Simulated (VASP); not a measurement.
Runs of VASP 6.6.1 on HfB4. The structure is that of space group P6/mmm (No. 191), or close to it. The cells are those of the table. 

```csv
task,cell,k mesh,cutoff (eV),gap on the mesh (eV),pressure (GPa),relaxed volume (Å³/atom),largest force (eV/Å)
single point,"a = 3.093, b = 3.093, c = 5.046 Å, angles 90.0, 90.0, 120.0°, 5 atoms",6 × 6 × 4,520,none,195.2,-,11.08
single point,"a = 3.995, b = 3.995, c = 6.249 Å, angles 90.0, 90.0, 120.0°, 5 atoms",6 × 6 × 4,520,none,0.3,-,(c)
single point,"a = 3.988, b = 3.988, c = 6.290 Å, angles 90.0, 90.0, 120.0°, 5 atoms",12 × 12 × 6,520,none,0.4,-,0.03
relaxation of cell and atoms,"relaxed from a = 3.995, b = 3.995, c = 6.249 Å, angles 90.0, 90.0, 120.0°, 5 atoms",12 × 12 × 6,600,none,0.0,(a),-
relaxation of cell and atoms,"relaxed from a = 3.093, b = 3.093, c = 5.046 Å, angles 90.0, 90.0, 120.0°, 5 atoms",6 × 6 × 4,600,none,0.0,(b),0.01
```

Alike in all rows: level PBE; potentials or basis VASP PAW PBE potentials, release 64 (Hf_pv, B); no spin polarisation; smearing gaussian 0.1 eV.

Problem. Fill in the values left out.

Solution. (a) 17.44; (b) 17.31; (c) 0.02.

Caveats: some runs use coarse meshes; spin-orbit coupling is left out, which moves the levels of the heavy elements; forces of over 1 eV/Å act on the atoms, so gaps and moduli don't describe the material at rest (some runs); the volume moved by over 15 % at a fixed basis, so the end points are rough (some runs).

A k mesh can miss the band edges, and the runs leave out spin-orbit coupling on Hf.

A gap of «none» marks levels without a gap at the run's occupations.
